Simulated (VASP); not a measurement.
Set up this calculation in VASP 6.6.1, as the native input.

- Task: single point
- Functional: PBEsol
- Potentials or basis: VASP PAW PBE potentials, release 64 (Na_pv)
- Cutoff: 520 eV
- k mesh: 5 × 5 × 5
- Occupations: fermi-dirac, width 0.1 eV
- Spin: no spin polarisation
- Dipole correction: no
- Further INCAR settings: ALGO = Normal; EDIFF = 1e-06; NBANDS = 38

The structure of Na lies in POSCAR:

```
Na
1.0
    6.6366634954      0.0000000000      0.0000000000
    0.0000000000      6.6366634954      0.0000000000
    0.0000000000      0.0000000000      6.6366634954
Na
8
Direct
    0.0000000000      1.0000000000      0.0000000000
    0.5000000000      0.5000000000      0.5000000000
    0.2500000000      0.0000000000      0.5000000000
    0.7500000000      0.0000000000      0.5000000000
    0.5000000000      0.2500000000      0.0000000000
    0.5000000000      0.7500000000      0.0000000000
    1.0000000000      0.5000000000      0.2500000000
    1.0000000000      0.5000000000      0.7500000000
```

These files were run (other wordings do the same):

INCAR

```
SYSTEM = Na
PREC = Accurate ; ENCUT = 520
EDIFF = 1E-6 ; ISMEAR = -1
SIGMA = 0.1 ; LREAL = .False.
LASPH = .True. ; NELM = 80
ALGO = Normal ; ISIF = 2
LWAVE = .False. ; LCHARG = .False.
GGA = PS ; NBANDS = 38
```

KPOINTS

```
regular mesh
0
Gamma
  5 5 5
  0 0 0
```

Potentials or basis: VASP PAW PBE potentials, release 64 (Na_pv).

Command:

```console
$ cat potpaw_PBE.64/Na_pv/POTCAR > POTCAR
$ mpirun -np 1 vasp_std > vasp.out
```

Results of the run:

```yaml
Pressure: 0.0 GPa
Band_gap_on_the_k_mesh: zero (band 28 reaches 0.92 eV, above the bottom of band 29 at 0.06 eV)
```

Caveat: the PAW data sets were made with another functional, which shifts forces and pressure a little.

Wall time 34 s on 1 thread of Intel(R) Xeon(R) 6975P-C (Granite Rapids), on a shared host, peak memory 0.35 GiB.
